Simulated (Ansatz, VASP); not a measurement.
**Two plane-wave programs on SnTe**

File INCAR:

```
SYSTEM = SnTe
PREC     = Accurate       ! precision mode
ENCUT    = 520            ! plane-wave cutoff, eV
EDIFF    = 1E-6           ! SCF threshold, eV
ISMEAR   = 0              ! smearing method
SIGMA    = 0.05           ! smearing width, eV
LREAL    = .False.        ! projectors in reciprocal space
LASPH    = .True.         ! aspherical terms in the spheres
NELM     = 60             ! most SCF steps
ALGO     = Normal         ! electronic algorithm
ISIF     = 2              ! what is computed and relaxed
LWAVE    = .False.        ! write WAVECAR
LCHARG   = .True.         ! write CHGCAR
GGA      = PE             ! functional
LELF     = .True.         ! ELF
LVHAR    = .True.       
NBANDS   = 17             ! bands
```

File KPOINTS:

```
regular mesh
0
Gamma
  10 10 10
  0 0 0
```

The input POSCAR:

```
SnTe
1.0
    0.0000000000      3.0381756040      3.0381756040
    3.0381756040      0.0000000000      3.0381756040
    3.0381756040      3.0381756040      0.0000000000
Sn Te
1 1
Direct
    0.0000000000      0.0000000000      0.0000000000
    0.5000000000      0.5000000000      0.5000000000
```

Input for Ansatz:

```yaml
crystal:
  lattice:
    - [0.0, 3.038175604, 3.038175604]
    - [3.038175604, 0.0, 3.038175604]
    - [3.038175604, 3.038175604, 0.0]
  atoms:
    - { symbol: Sn, position: [0.0, 0.0, 0.0] }
    - { symbol: Te, position: [0.5, 0.5, 0.5] }
basis:
  ecutwfc: 420
kpoints:
  mp_grid: { grid: [10, 10, 10] }
hamiltonian:
  xc: pbe
scf:
  occupations: { method: gaussian, width: 0.05 }
output:
  forces: true
  stress: true
  eigenvalues: true
```

Alike in both runs: task single point; functional PBE; k mesh 10 × 10 × 10; occupations gaussian, width 0.05 eV; no spin polarisation.

|  | VASP | Ansatz |
| --- | --- | --- |
| version | VASP 6.6.1 | Ansatz 0.2.0 |
| potentials or method | VASP PAW PBE potentials, release 64 (Sn_d, Te), cutoff 520 eV | scalar-relativistic, plane waves, PAW |
| valence electrons in the cell | 20 | 30 |

```tsv
	VASP	Ansatz	Ansatz less VASP
gap on the k mesh at the Fermi level (eV)	0.24	0.24	+0.003
least direct gap on the mesh (eV)	0.24	0.24	+0.003
pressure (GPa)	9.2	9.2	+0.01
```

VASP's potentials hold 20 valence electrons a cell and Ansatz's 30, so a difference there can come from the potentials and not from the codes.

Spin-orbit coupling is off throughout.
